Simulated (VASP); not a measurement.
Write the native input for VASP 6.6.1 that does the following.

| Item | Value |
| --- | --- |
| Task | relaxation of cell and atoms |
| Functional | PBE |
| Potentials or basis | VASP PAW PBE potentials, release 64 (Cd, Se) |
| Cutoff | 600 eV |
| k mesh | 6 × 6 × 6 |
| Occupations | gaussian, width 0.01 eV |
| Spin | no spin polarisation |
| Target pressure | 20 GPa |
| Dipole correction | no |
| Further INCAR settings | ALGO = Normal; EDIFF = 1e-06; IBRION = 2; EDIFFG = -0.03; NSW = 60; ISIF = 3 |

The structure of CdSe lies in POSCAR:

```
CdSe
1.0
    0.0000000000      3.0702700000      3.0702700000
    3.0702700000      0.0000000000      3.0702700000
    3.0702700000      3.0702700000      0.0000000000
Cd Se
1 1
Direct
    0.0000000000      0.0000000000      0.0000000000
    0.7500000000      0.7500000000      0.7500000000
```

The input as run:

INCAR

```
SYSTEM = CdSe
PREC     = Accurate       ! precision mode
ENCUT    = 600            ! plane-wave cutoff, eV
EDIFF    = 1E-6           ! SCF threshold, eV
ISMEAR   = 0              ! smearing method
SIGMA    = 0.01           ! smearing width, eV
LREAL    = .FALSE.        ! projectors in reciprocal space
LASPH    = .TRUE.         ! aspherical terms in the spheres
NELM     = 100            ! most SCF steps
ALGO     = Normal         ! electronic algorithm
ISIF     = 3              ! what is computed and relaxed
LWAVE    = .FALSE.        ! write WAVECAR
LCHARG   = .FALSE.        ! write CHGCAR
GGA      = PE             ! functional
IBRION   = 2              ! ionic algorithm
NSW      = 60             ! ionic steps
EDIFFG   = -0.03          ! ionic threshold
PSTRESS  = 200.0
```

KPOINTS

```
regular mesh
0
G
  6 6 6
  0 0 0
```

Potentials or basis: VASP PAW PBE potentials, release 64 (Cd, Se).

Command:

```console
$ cat potpaw_PBE.64/Cd/POTCAR potpaw_PBE.64/Se/POTCAR > POTCAR
$ mpirun -np 1 vasp_std > vasp.out
```

It gave:

```yaml
Relaxed_volume: 23.31 Å³/atom
Relaxed_cell: a = 4.040 Å, b = 4.040 Å, c = 4.040 Å, α = 60.00°, β = 60.00°, γ = 60.00°
Space_group_after_relaxing_to_0.05_Å: F-43m (No. 216)
Energy_change_on_relaxing_the_enthalpy_is_what_falls: +319.5 meV/atom
Ionic_steps: 5
Pressure_after_relaxing: 20.0 GPa
Band_gap_on_the_k_mesh: 0.99 eV, direct
```

Caveat: the cell is relaxed towards a set pressure, so the enthalpy falls and the energy may rise; the volume moved by over 15 % at a fixed basis, so the end points are rough.

Run time: 73 s on 1 thread of AMD EPYC 7R13 Processor (Zen 3), on a shared host, peak memory 0.19 GiB.
